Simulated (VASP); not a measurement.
Ti, 2 atoms in the cell. It takes space group P6_3/mmc (No. 194, hexagonal). Conventional cell: a = 3.052 Å, b = 3.052 Å, c = 4.831 Å, α = 90.00°, β = 90.00°, γ = 120.00°. Ti (site symmetry -6m2) has 12 Ti at 2.99 to 3.05 Å within 3.9 Å. 

- Program: VASP 6.6.1
- Task: single point
- Functional: PBE
- Potentials or basis: VASP PAW PBE potentials, release 64 (Ti_sv)
- Cutoff: 520 eV
- k mesh: 20 × 20 × 11
- Occupations: fermi-dirac, width 0.05 eV
- Spin: collinear spin
- Starting moments: [1.0, 1.0] μB
- Dipole correction: no
- Further INCAR settings: ALGO = Normal; EDIFF = 1e-07; NBANDS = 23

Potentials or basis: VASP PAW PBE potentials, release 64 (Ti_sv).

Launch:

```console
$ cat potpaw_PBE.64/Ti_sv/POTCAR > POTCAR
$ mpirun -np 1 vasp_std > vasp.out
```

Hardware: 1 thread of Intel(R) Xeon(R) 6975P-C (Granite Rapids), on a shared host.

How long does it take, and how much memory?

It took 2.5 min on 1 thread of Intel(R) Xeon(R) 6975P-C (Granite Rapids), on a shared host, peak memory 0.41 GiB. Counts: scf iterations 17, k points 264.
